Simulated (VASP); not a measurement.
Set up this calculation in VASP 6.6.1, as the native input.

```
Task                   : single point
Functional             : PBE
Potentials or basis    : VASP PAW PBE potentials, release 64 (Hf_pv, C)
Cutoff                 : 520 eV
k mesh                 : 12 × 12 × 12
Occupations            : gaussian, width 0.018 eV
Spin                   : no spin polarisation
Dipole correction      : no
Further INCAR settings : ALGO = Normal; EDIFF = 1e-06; NBANDS = 14
```

The structure of HfC lies in POSCAR:

```
HfC
1.0
   -1.3966732300      2.4971805100      1.8473367300
    1.3966732300     -2.4971805100      1.8473367300
    1.3966732300      2.4971805100     -1.8473367300
Hf C
1 1
Direct
    0.9847118300      0.9847118300      0.0000000000
    0.6794548300      0.1794548300      0.5000000000
```

These files were run (other wordings do the same):

INCAR

```
SYSTEM = HfC
PREC = Accurate
ENCUT = 520
EDIFF = 1E-6
ISMEAR = 0
SIGMA = 0.018000000000000002
LREAL = .False.
LASPH = .True.
NELM = 60
ALGO = Normal
ISIF = 2
LWAVE = .False.
LCHARG = .False.
GGA = PE
NBANDS = 14
```

KPOINTS

```
regular mesh
0
Gamma
  12 12 12
  0 0 0
```

Potentials or basis: VASP PAW PBE potentials, release 64 (Hf_pv, C).

Launch:

```console
$ cat potpaw_PBE.64/Hf_pv/POTCAR potpaw_PBE.64/C/POTCAR > POTCAR
$ mpirun -np 1 vasp_std > vasp.out
```

It gave:

```json
{
  "Pressure": "68.0 GPa",
  "Largest force": "11.756 eV/Å",
  "Band gap on the k mesh": "0.36 eV, indirect (least direct gap 0.86 eV)"
}
```

Caveat: spin-orbit coupling is left out, which moves the levels of the heavy elements; forces of over 1 eV/Å act on the atoms, so gaps and moduli don't describe the material at rest.

It took 86 s on 1 thread of Intel(R) Xeon(R) Platinum 8375C CPU @ 2.90GHz (Ice Lake), with other jobs on the host, peak memory 0.24 GiB.
